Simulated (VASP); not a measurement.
# BiTe in VASP: a series of runs, part 3 of 3

VASP 6.6.1. Earlier steps stand in the parts before.

## (6) Single point, PBE

This run uses another cell than the first one, of 42.27 Å³/atom.

File INCAR:

```
ALGO = Normal ; EDIFF = 1E-6
ENCUT = 520 ; GGA = PE
ISIF = 2 ; ISMEAR = 0
LASPH = T ; LCHARG = T
LELF = T ; LREAL = F
LVHAR = T ; LWAVE = F
NBANDS = 29 ; NELM = 100
PREC = Accurate ; SIGMA = 0.1
```

File KPOINTS:

```
k-points
0
Gamma
  12 12 8
```

File POSCAR:

```
BiTe
1.0
    5.4706567521      0.0000000000      0.0000000000
   -2.7353283760      4.7377277227      0.0000000000
    0.0000000000      0.0000000000      6.5240528469
Bi Te
2 2
Direct
    0.3333333333      0.6666666667      0.2500000000
    0.6666666667      0.3333333333      0.7500000000
    0.3333333333      0.6666666667      0.7500000000
    0.6666666667      0.3333333333      0.2500000000
```

Potentials or basis: VASP PAW PBE potentials, release 64 (Bi_d, Te).

Started as:

```console
> cat potpaw_PBE.64/Bi_d/POTCAR potpaw_PBE.64/Te/POTCAR > POTCAR
> mpirun -np 1 vasp_std > vasp.out
```

OUTCAR:

```text
EDIFF = 1E-6
   ENCUT = 520
   GGA = PE
   ISIF = 2
   ISMEAR = 0
   LASPH = T
   LREAL = F
   NELM = 100
   PREC = Accurate

 ion  position               nearest neighbor table
   1  0.333  0.667  0.250-   4 3.16   4 3.16   4 3.16   3 3.26   3 3.26
   2  0.667  0.333  0.750-   3 3.16   3 3.16   3 3.16   4 3.26   4 3.26
   3  0.333  0.667  0.750-   2 3.16   2 3.16   2 3.16   1 3.26   1 3.26
   4  0.667  0.333  0.250-   1 3.16   1 3.16   1 3.16   2 3.26   2 3.26

  LATTYP: Found a hexagonal cell.
 ALAT       =     5.4706567521
 C/A-ratio  =     1.1925538637

  Lattice vectors:

 A1 = (   5.4706567521,   0.0000000000,   0.0000000000)
 A2 = (  -2.7353283760,   4.7377277227,   0.0000000000)
 A3 = (   0.0000000000,   0.0000000000,   6.5240528469)

Analysis of symmetry for initial positions (statically):
=====================================================================
 Subroutine PRICEL returns:
 Original cell was already a primitive cell.

 Routine SETGRP: Setting up the symmetry group for a
 hexagonal supercell.
[... 170 lines left out ...]
  free energy    TOTEN  =       -13.71344821 eV

  energy without entropy =      -13.69198631  energy(sigma->0) =      -13.70271726

 E-fermi :   4.6441     XC(G=0):  -8.1999

 val. band max:        4.6414091522   @ k =   0.3333   0.2500   0.3750
 cond. band min:       4.6531687143   @ k =   0.3333   0.0000   0.1250
 fundamental gap:      0.0117595621
 Fermi energy:         4.6440689615

 k-point     1 :       0.0000    0.0000    0.0000
  band No.  band energies     occupation
      1     -18.6735      2.00000
      2     -18.6735      2.00000
      3     -18.6730      2.00000
      4     -18.6730      2.00000
      5     -18.6254      2.00000
      6     -18.6254      2.00000
[... 757 lines left out ...]
     28       8.8450      0.00000
     29       9.6702      0.00000

 [... further k-points ...]

------------------------ aborting loop because EDIFF is reached ----------------------------------------

  FORCE on cell =-STRESS in cart. coord.  units (eV):
  Direction    XX          YY          ZZ          XY          YZ          ZX
  --------------------------------------------------------------------------------------
  -------------------------------------------------------------------------------------
  Total       -0.0646469     -0.0646469     -0.0235493     -0.0000000      0.0000000      0.0000000
  in kB       -0.6125356     -0.6125356     -0.2231322     -0.0000000      0.0000000      0.0000000
  external PRESSURE =      -0.4827345 kB  Pullay stress =       0.0000000 kB

 VOLUME and BASIS-vectors are now :
 -----------------------------------------------------------------------------
  energy-cutoff  :      520.00
  volume of cell :      169.09
      direct lattice vectors                 reciprocal lattice vectors
     5.470656752  0.000000000  0.000000000     0.182793410  0.105535824  0.000000000
    -2.735328376  4.737727723  0.000000000     0.000000000  0.211071648  0.000000000
     0.000000000  0.000000000  6.524052847     0.000000000  0.000000000  0.153278955

 POSITION                                       TOTAL-FORCE (eV/Angst)
 -----------------------------------------------------------------------------------
     -0.00000      3.15849      1.63101        -0.000000      0.000000      0.000000
      2.73533      1.57924      4.89304         0.000000     -0.000000      0.000000
     -0.00000      3.15849      4.89304        -0.000000      0.000000     -0.000000
      2.73533      1.57924      1.63101         0.000000      0.000000     -0.000000
 -----------------------------------------------------------------------------------
    total drift:                               -0.000000     -0.000000      0.000000

  FREE ENERGIE OF THE ION-ELECTRON SYSTEM (eV)
  ---------------------------------------------------
  free  energy   TOTEN  =       -13.7134482135 eV

  energy  without entropy=      -13.6919863071  energy(sigma->0) =      -13.70271726
```

OSZICAR:

```text
N       E                     dE             d eps       ncg     rms          rms(c)
DAV:   1     0.386708203538E+03    0.38671E+03   -0.19772E+04  5614   0.139E+03
DAV:   2     0.252747969340E+02   -0.36143E+03   -0.35296E+03  5817   0.359E+02
DAV:   3    -0.122605540790E+02   -0.37535E+02   -0.36898E+02  6869   0.135E+02
DAV:   4    -0.137373808234E+02   -0.14768E+01   -0.14705E+01  6185   0.285E+01
DAV:   5    -0.138121239782E+02   -0.74743E-01   -0.74735E-01  7576   0.612E+00    0.832E+00
DAV:   6    -0.137131541997E+02    0.98970E-01   -0.29221E-01  6324   0.253E+00    0.555E+00
DAV:   7    -0.137154001651E+02   -0.22460E-02   -0.11546E-01  6910   0.138E+00    0.432E-01
DAV:   8    -0.137128457015E+02    0.25545E-02   -0.19617E-02  6069   0.781E-01    0.359E-01
DAV:   9    -0.137134009468E+02   -0.55525E-03   -0.25520E-03  5745   0.285E-01    0.173E-01
DAV:  10    -0.137133889005E+02    0.12046E-04   -0.91592E-05  6938   0.733E-02    0.842E-02
DAV:  11    -0.137134366848E+02   -0.47784E-04   -0.84416E-05  5575   0.485E-02    0.609E-02
DAV:  12    -0.137134439062E+02   -0.72213E-05   -0.12439E-05  5136   0.174E-02    0.407E-02
DAV:  13    -0.137134473487E+02   -0.34425E-05   -0.10795E-05  4919   0.184E-02    0.180E-02
DAV:  14    -0.137134482135E+02   -0.86481E-06   -0.12266E-06  4241   0.619E-03
   1 F= -.13713448E+02 E0= -.13702717E+02  d E =-.214619E-01
```

stdout:

```text
POSCAR found type information on POSCAR BiTe
 POSCAR found :  2 types and       4 ions
 scaLAPACK will be used
 LDA part: xc-table for (Slater+PW92), standard interpolation
 POSCAR, INCAR and KPOINTS ok, starting setup
 FFT: planning ... GRIDC
 FFT: planning ... GRID_SOFT
 FFT: planning ... GRID
 WAVECAR not read
 entering main loop
```

Wall time 11 min (1 thread of Intel Xeon 8259CL, shared host); peak memory 0.56 GiB.

What came out:

| Property | Result |
| --- | --- |
| Free energy | -13.7134 eV |
| Pressure | 0.0 GPa |
| Band gap on the k mesh | zero (bands 21 and 22 overlap by 1.25 eV) |

Caveat: spin-orbit coupling is left out, which moves the levels of the heavy elements.

## (7) Overview

```tsv
task	cell	k mesh	cutoff (eV)	gap on the mesh (eV)	pressure (GPa)	relaxed volume (Å³/atom)
relaxation of cell and atoms	relaxed from a = 5.523, b = 5.523, c = 6.461 Å, angles 90.0, 90.0, 120.0°, 4 atoms, atomic positions A	12 × 12 × 8	500	none	0.0	42.20
single point	a = 5.359, b = 5.359, c = 6.902 Å, angles 90.0, 90.0, 120.0°, 4 atoms, atomic positions B	6 × 6 × 2	520	none	-0.3	-
single point	a = 5.523, b = 5.523, c = 6.461 Å, angles 90.0, 90.0, 120.0°, 4 atoms, atomic positions A	6 × 6 × 4	520	none	-0.2	-
relaxation of cell and atoms	relaxed from a = 5.359, b = 5.359, c = 6.902 Å, angles 90.0, 90.0, 120.0°, 4 atoms, atomic positions A	6 × 6 × 4	600	none	0.0	42.50
single point	a = 5.471, b = 5.471, c = 6.524 Å, angles 90.0, 90.0, 120.0°, 4 atoms, atomic positions A	12 × 12 × 8	520	none	0.0	-
```

Alike in all rows: level PBE; potentials or basis VASP PAW PBE potentials, release 64 (Bi_d, Te); no spin polarisation; smearing gaussian 0.1 eV.

Caveats: some runs use coarse meshes; spin-orbit coupling is left out, which moves the levels of the heavy elements.

Total energies depend on the potentials used, so only differences within one code and one set of settings carry meaning.

The gap in the log of VASP goes by the Fermi energy; the results here count the filled bands.